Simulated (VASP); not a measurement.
The system is ScAl3.

```
CELL_PARAMETERS angstrom
4.08781 0.00000 0.00000
0.00000 4.08781 0.00000
0.00000 0.00000 4.08781
ATOMIC_POSITIONS crystal
Sc 0.00000 0.00000 0.00000
Al 0.50000 0.50000 0.00000
Al 0.00000 0.50000 0.50000
Al 0.50000 0.00000 0.50000
```

Program: VASP 6.6.1. Alike in all runs: task single point; no spin polarisation; cell as given; cutoff (eV) 520; smearing fermi-dirac 0.05 eV.

Task: Order these runs on this cell by their pressure, lowest first.
A. level r2SCANh; potentials or basis VASP PAW PBE potentials, release 64 (Sc_sv, Al); k mesh 4 × 4 × 4; grid for exact exchange (PRECFOCK) Normal; share of exact exchange 0.1
B. level LDA; potentials or basis VASP PAW LDA potentials, release 64 (Sc_sv, Al); k mesh 7 × 7 × 7
C. level PBE; potentials or basis VASP PAW PBE potentials, release 64 (Sc_sv, Al); k mesh 6 × 6 × 6

Result: B (-3.6 GPa), A (-0.5 GPa), C (1.1 GPa).

Caveats: some runs use coarse meshes; the PAW data sets were made with another functional, which shifts forces and pressure a little (at least some runs); the cell stands under tension (at least some runs).
